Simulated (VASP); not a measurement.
# S (Cmce) in VASP: single point with PBE

Aim: the single point of S with PBE.

Everything below comes from runs of VASP 6.6.1. Logs are shortened: lines on timing, memory, paths and dates and some standing lists are left out, and cuts for length are marked.

### Step 1. The cell of the first run

Symmetry: Cmce, No. 64, orthorhombic system. Conventional cell: a = 3.270 Å, b = 11.148 Å, c = 4.502 Å, α = 90.00°, β = 90.00°, γ = 90.00°. S (site symmetry m) has 3 S at 2.20 to 2.24 Å within 2.9 Å.

### Step 2. Single point, PBE

Contents of INCAR:

```
PREC = Accurate ; ENCUT = 520
EDIFF = 1E-7 ; ISMEAR = 0
SIGMA = 0.1 ; LREAL = False
LASPH = True ; NELM = 60
ALGO = Normal ; ISIF = 2
LWAVE = False ; LCHARG = False
GGA = PE ; NBANDS = 20
```

Contents of KPOINTS:

```
regular mesh
0
Gamma
  6 6 4
```

Contents of POSCAR:

```
S
1.0
    1.6351224022     -5.5742167202      0.0000000000
    1.6351224022      5.5742167202      0.0000000000
    0.0000000000      0.0000000000      4.5024429133
S
4
Direct
    0.0940707834      0.9059292166      0.9137202387
    0.5940707834      0.4059292166      0.5862797613
    0.9059292166      0.0940707834      0.0862797613
    0.4059292166      0.5940707834      0.4137202387
```

Potentials or basis: VASP PAW PBE potentials, release 64 (S).

Command:

```console
$ cat potpaw_PBE.64/S/POTCAR > POTCAR
$ mpirun -np 1 vasp_std > vasp.out
```

OUTCAR:

```text
PREC = Accurate
   ENCUT = 520
   EDIFF = 1E-7
   ISMEAR = 0
   LREAL = False
   LASPH = True
   NELM = 60
   ISIF = 2
   GGA = PE

 ion  position               nearest neighbor table
   1  0.094  0.906  0.914-   2 2.20   2 2.20   3 2.24
   2  0.594  0.406  0.586-   1 2.20   1 2.20   4 2.24
   3  0.906  0.094  0.086-   4 2.20   4 2.20   1 2.24
   4  0.406  0.594  0.414-   3 2.20   3 2.20   2 2.24

  LATTYP: Found a base centered orthorhombic cell.
 ALAT       =     3.2702448044
 B/A-ratio  =     3.4090516482
 C/A-ratio  =     1.3767907856

  Lattice vectors:

 A1 = (   1.6351224022,  -5.5742167202,   0.0000000000)
 A2 = (   1.6351224022,   5.5742167202,   0.0000000000)
 A3 = (   0.0000000000,   0.0000000000,   4.5024429133)

Analysis of symmetry for initial positions (statically):
=====================================================================
 Subroutine PRICEL returns:
 Original cell was already a primitive cell.

 Routine SETGRP: Setting up the symmetry group for a
 base centered orthorhombic supercell.

 Subroutine GETGRP returns: Found  8 space group operations
 (whereof  4 operations were pure point group operations)
 out of a pool of  8 trial point group operations.

The static configuration has the point symmetry C_2h.
 The point group associated with its full space group is D_2h.

Analysis of symmetry for dynamics (positions and initial velocities):
=====================================================================
 Subroutine PRICEL returns:
 Original cell was already a primitive cell.

 Routine SETGRP: Setting up the symmetry group for a
 base centered orthorhombic supercell.

 Subroutine GETGRP returns: Found  8 space group operations
 (whereof  4 operations were pure point group operations)
 out of a pool of  8 trial point group operations.

The dynamic configuration has the point symmetry C_2h.
 The point group associated with its full space group is D_2h.

 Subroutine INISYM returns: Found  8 space group operations
 (whereof  4 operations are pure point group operations),
 and found     1 'primitive' translations

----------------------------------------------------------------------------------------

                                     Primitive cell

  volume of cell :      82.0753

  direct lattice vectors                    reciprocal lattice vectors
     1.635122402 -5.574216720  0.000000000     0.305787505 -0.089698701  0.000000000
     1.635122402  5.574216720  0.000000000     0.305787505  0.089698701  0.000000000
     0.000000000  0.000000000  4.502442913     0.000000000  0.000000000  0.222101650

  length of vectors
     5.809089198  5.809089198  4.502442913     0.318672018  0.318672018  0.222101650

  position of ions in fractional coordinates (direct lattice)
     0.094070783  0.905929217  0.913720239
     0.594070783  0.405929217  0.586279761
     0.905929217  0.094070783  0.086279761
     0.405929217  0.594070783  0.413720239

  ion indices of the primitive-cell ions
   primitive index   ion index
                 1           1
                 2           2
                 3           3
                 4           4

----------------------------------------------------------------------------------------

 KPOINTS: regular mesh

Automatic generation of k-mesh.
 Grid dimensions read from file:
 generate k-points for:    6    6    4

 Generating k-lattice:

  Cartesian coordinates                     Fractional coordinates (reciprocal lattice)
     0.050964584 -0.014949784  0.000000000     0.166666667  0.000000000  0.000000000
     0.050964584  0.014949784  0.000000000     0.000000000  0.166666667  0.000000000
     0.000000000  0.000000000  0.055525412     0.000000000  0.000000000  0.250000000

  Length of vectors
     0.053112003  0.053112003  0.055525412

  Shift w.r.t. Gamma in fractional coordinates (k-lattice)
     0.000000000  0.000000000  0.000000000

 Subroutine IBZKPT returns following result:
 ===========================================

 Found     39 irreducible k-points:

 Following reciprocal coordinates:
            Coordinates               Weight
  0.000000  0.000000  0.000000      1.000000
  0.166667  0.000000  0.000000      4.000000
  0.333333  0.000000  0.000000      4.000000
  0.500000  0.000000  0.000000      2.000000
  0.166667  0.166667  0.000000      2.000000
  0.333333  0.166667  0.000000      4.000000
[... 16 lines left out ...]
  0.333333  0.333333  0.250000      4.000000
  0.500000  0.333333  0.250000      8.000000
 [... further k-points ...]
   k-points           NKPTS =     39   k-points in BZ     NKDIM =     39   number of bands    NBANDS=     20
   number of dos      NEDOS =    301   number of ions     NIONS =      4
   total plane-waves  NPLWV =  82944
   dimension x,y,z NGX =    48 NGY =   48 NGZ =   36
   dimension x,y,z NGXF=    96 NGYF=   96 NGZF=   72
   ions per type =               4
   NGX,Y,Z   is equivalent  to a cutoff of  13.74, 13.74, 13.29 a.u.
   NGXF,Y,Z  is equivalent  to a cutoff of  27.47, 27.47, 26.58 a.u.
 SYSTEM =  unknown system
   PREC   = accura    normal or accurate (medium, high low for compatibility)
   ISTART =      0    job   : 0-new  1-cont  2-samecut
   ICHARG =      2    charge: 1-file 2-atom 10-const
   ISPIN  =      1    spin polarized calculation?
   LNONCOLLINEAR =      F non collinear calculations
   LSORBIT =      F    spin-orbit coupling
   LASPH  =      T    aspherical Exc in radial PAW
   ENCUT  =  520.0 eV  38.22 Ry    6.18 a.u.  10.80 10.80  8.37*2*pi/ulx,y,z
   NELM   =     60;   NELMIN=  2; NELMDL= -5     # of ELM steps
   EDIFF  = 0.1E-06   stopping-criterion for ELM
   LREAL  =      F    real-space projection
   EDIFFG = 0.1E-05   stopping-criterion for IOM
   NSW    =      0    number of steps for IOM
   IBRION =     -1    ionic relax: 0-MD 1-quasi-New 2-CG
   NFREE  =      0    steps in history (QN), initial steepest desc. (CG)
   ISIF   =      2    stress and relaxation
   ISYM   =      2    0-nonsym 1-usesym 2-fastsym
   POTIM  = 0.5000    time-step for ionic-motion
   TEBEG  =    0.0;   TEEND  =   0.0 temperature during run
   PSTRESS=    0.0 pullay stress
   NELECT =      24.0000    total number of electrons
   NUPDOWN=      -1.0000    fix difference up-down
   EMIN   =  10.00;   EMAX   =-10.00  energy-range for DOS
   EFERMI =   0.00;   METHOD = LEGACY
   ISMEAR =     0;   SIGMA  =   0.10  broadening in eV -4-tet -1-fermi 0-gaus
   EFERMI_NEDOS =   21; number of points for ismear=-14 and -15
   IALGO  =     38    algorithm
   IMIX   =      4    mixing-type and parameters
     AMIX     =   0.40;   BMIX     =  1.00
     AMIX_MAG =   1.60;   BMIX_MAG =  1.00
  volume/ion in A,a.u.               =      20.52       138.47
  Fermi-wavevector in a.u.,A,eV,Ry     =   1.086612  2.053399 16.064745  1.180725
  Thomas-Fermi vector in A             =   2.222753
   LORBIT       =      0    0 simple, 1 ext, 2 COOP (PROOUT), +10 PAW based schemes
   GGA     = PE    functional components
   LHFCALC =     F    Hartree Fock is set to
   AEXX    =    0.0000 exact exchange contribution
   IVDW    =     0    specifies the selected vdW correction
   LEPSILON=     F    determine dielectric tensor
   LRPA    =     F    only Hartree local field effects (RPA)
 non-spin polarized calculation
 Gauss-broadening in eV      SIGMA  =   0.10
  energy-cutoff  :      520.00
  volume of cell :       82.08
 maximum number of plane-waves:      2228
 NGX is ok and might be reduce to    48
   NGX = 21   NGY = 21   NGZ = 17

 number of electron      24.0000002 magnetization

 Free energy of the ion-electron system (eV)
  ---------------------------------------------------
  ext. energy  EPLUGINS =         0.00000000
  ---------------------------------------------------
  free energy    TOTEN  =       -12.03850477 eV

  energy without entropy =      -12.01706334  energy(sigma->0) =      -12.02778405

 E-fermi :   5.5592     XC(G=0):  -9.4329

 val. band max:        5.5590101157   @ k =  -0.3333   0.1667   0.2500
 cond. band min:       5.5722399100   @ k =   0.0000   0.0000   0.2500
 fundamental gap:      0.0132297943
 Fermi energy:         5.5592022619

 k-point     1 :       0.0000    0.0000    0.0000
  band No.  band energies     occupation
      1     -12.8945      2.00000
      2     -10.6165      2.00000
      3      -7.6332      2.00000
      4      -3.8526      2.00000
      5      -2.6765      2.00000
      6      -0.7939      2.00000
[... 12 lines left out ...]
     19      12.3958      0.00000
     20      12.5439      0.00000

 k-point     2 :       0.1667    0.0000    0.0000
  band No.  band energies     occupation
      1     -12.5834      2.00000
      2     -10.3014      2.00000
      3      -7.8791      2.00000
      4      -4.3964      2.00000
      5      -2.4311      2.00000
      6      -1.4721      2.00000
[... 12 lines left out ...]
     19      11.8218      0.00000
     20      13.2566      0.00000

 k-point     3 :       0.3333    0.0000    0.0000
  band No.  band energies     occupation
      1     -11.6820      2.00000
      2      -9.3698      2.00000
      3      -8.8370      2.00000
      4      -6.0176      2.00000
      5      -2.1747      2.00000
      6      -1.8791      2.00000
[... 12 lines left out ...]
     19      12.5534      0.00000
     20      13.4325      0.00000

 k-point     4 :       0.5000    0.0000    0.0000
  band No.  band energies     occupation
      1     -10.3172      2.00000
      2     -10.3172      2.00000
      3      -7.8791      2.00000
      4      -7.8791      2.00000
      5      -1.8565      2.00000
      6      -1.8565      2.00000
[... 429 lines left out ...]
 k-point    23 :       0.3333    0.3333    0.2500
  band No.  band energies     occupation
      1     -11.3996      2.00000
      2     -10.0179      2.00000
      3      -8.2568      2.00000
      4      -6.3623      2.00000
      5      -2.5854      2.00000
      6      -1.8731      2.00000
[... 12 lines left out ...]
     19      12.4278      0.00000
     20      12.5006      0.00000

 k-point    24 :       0.5000    0.3333    0.2500
  band No.  band energies     occupation
      1     -12.2617      2.00000
      2     -10.7863      2.00000
      3      -7.5973      2.00000
      4      -5.3899      2.00000
      5      -1.7751      2.00000
      6      -1.4513      2.00000
[... 12 lines left out ...]
     19      11.7165      0.00000
     20      12.6099      0.00000

 [... further k-points ...]
[... 5 lines left out ...]
  --------------------------------------------------------------------------------------
  -------------------------------------------------------------------------------------
  Total        3.6586053      5.6008690      5.3818223      0.0000000      0.0000000      0.0000000
  in kB       71.4190078    109.3336044    105.0576309      0.0000000      0.0000000      0.0000000
  external PRESSURE =      95.2700810 kB  Pullay stress =       0.0000000 kB

 VOLUME and BASIS-vectors are now :
 -----------------------------------------------------------------------------
  energy-cutoff  :      520.00
  volume of cell :       82.08
      direct lattice vectors                 reciprocal lattice vectors
     1.635122402 -5.574216720  0.000000000     0.305787505 -0.089698701  0.000000000
     1.635122402  5.574216720  0.000000000     0.305787505  0.089698701  0.000000000
     0.000000000  0.000000000  4.502442913     0.000000000  0.000000000  0.222101650

 POSITION                                       TOTAL-FORCE (eV/Angst)
 -----------------------------------------------------------------------------------
      1.63512      4.52547      4.11397         0.000000     -1.389522      0.648991
      1.63512     -1.04874      2.63969         0.000000     -1.389522     -0.648991
      1.63512     -4.52547      0.38847         0.000000      1.389522     -0.648991
      1.63512      1.04874      1.86275         0.000000      1.389522      0.648991
 -----------------------------------------------------------------------------------
    total drift:                               -0.000000      0.000000      0.000000

  FREE ENERGIE OF THE ION-ELECTRON SYSTEM (eV)
  ---------------------------------------------------
  free  energy   TOTEN  =       -12.0385047674 eV

  energy  without entropy=      -12.0170633414  energy(sigma->0) =      -12.02778405
```

Wall time 54 s (1 thread of Intel Xeon Platinum 8488C (Sapphire Rapids), shared host); peak memory 0.26 GiB.

Results:

* Free energy: -12.0385 eV
* Pressure: 9.5 GPa
* Largest force: 1.534 eV/Å
* Band gap on the k mesh: zero (band 12 reaches 5.96 eV, above the bottom of band 13 at 5.17 eV)

Forces in eV/Å, atoms in the order of the input:
```
S    0.000 -1.390  0.649
S    0.000 -1.390 -0.649
S    0.000  1.390 -0.649
S    0.000  1.390  0.649
```

Stress tensor (GPa, compression positive):
```
 7.14  0.00  0.00
 0.00 10.93  0.00
 0.00  0.00 10.51
```

Caveat: forces of over 1 eV/Å act on the atoms, so gaps and moduli don't describe the material at rest.
